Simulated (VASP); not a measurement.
Sb: single point with r2SCAN

Crystal: Sb.

```
Sb
1.0
     6.05760    0.00000    0.00000
     0.00000    6.05760    0.00000
     0.00000    0.00000    6.05760
Sb
8
Direct
  0.00000 0.00000 0.00000
  0.50000 0.50000 0.50000
  0.25000 0.00000 0.50000
  0.75000 0.00000 0.50000
  0.50000 0.25000 0.00000
  0.50000 0.75000 0.00000
  0.00000 0.50000 0.25000
  0.00000 0.50000 0.75000
```

```
Program             : VASP 6.6.1
Task                : single point
Functional          : r2SCAN
Potentials or basis : VASP PAW PBE potentials, release 64 (Sb)
Cutoff              : 520 eV
k mesh              : 4 × 4 × 4
Occupations         : fermi-dirac, width 0.1 eV
Spin                : no spin polarisation
```

```
Pressure               : -0.1 GPa
Band gap on the k mesh : zero (band 20 reaches 8.13 eV, above the bottom of band 21 at 7.97 eV)
```

Levels at points of the mesh, in eV from the Fermi level:
```tsv
k point	band 18	band 19	band 20	band 21	band 22	band 23
(0.00, 0.00, 0.00)	-1.68	-1.68	-1.68	0.79	0.79	0.79
(0.50, 0.00, 0.00)	-1.35	-0.76	-0.76	0.29	0.29	1.20
(0.50, 0.50, 0.00)	-1.30	-0.58	-0.27	0.47	0.53	1.26
(0.50, 0.50, 0.50)	0.05	0.05	0.05	0.05	0.05	0.08
```

It took 2.4 min on 1 thread of Intel(R) Xeon(R) Platinum 8559C (Emerald Rapids), on a shared host, peak memory 0.36 GiB.

Caveat: the PAW data sets were made with another functional, which shifts forces and pressure a little; spin-orbit coupling is left out, which moves the levels of the heavy elements.
